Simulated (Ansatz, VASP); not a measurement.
One calculation of HfRu, two programs

```
Hf Ru
1.0
     3.23571    0.00000    0.00000
     0.00000    3.23571    0.00000
     0.00000    0.00000    3.23571
Hf Ru
1 1
Direct
  0.00000 0.00000 0.00000
  0.50000 0.50000 0.50000
```

Change from the starting cell: volume scaled by 1.01, crystal datasets.

Alike in both runs: task electric field gradients; functional PBEsol; k mesh 11 × 11 × 11; occupations fermi-dirac, width 0.08 eV; no spin polarisation.

|  | VASP | Ansatz |
| --- | --- | --- |
| version | VASP 6.6.1 | Ansatz 0.2.0 |
| potentials or method | VASP PAW PBE potentials, release 64 (Hf_pv, Ru_pv), cutoff 520 eV | all-electron PAW with datasets made for the crystal, scalar-relativistic |

Ansatz gave:

```
pressure (GPa) : -5.0
```

Question: Which values does VASP return?

Answer: Pressure (GPa): -6.0.

VASP's potentials were made for PBE, not for PBEsol. Ansatz ran all-electron here, and VASP with PAW potentials.

Spin-orbit coupling is off throughout.
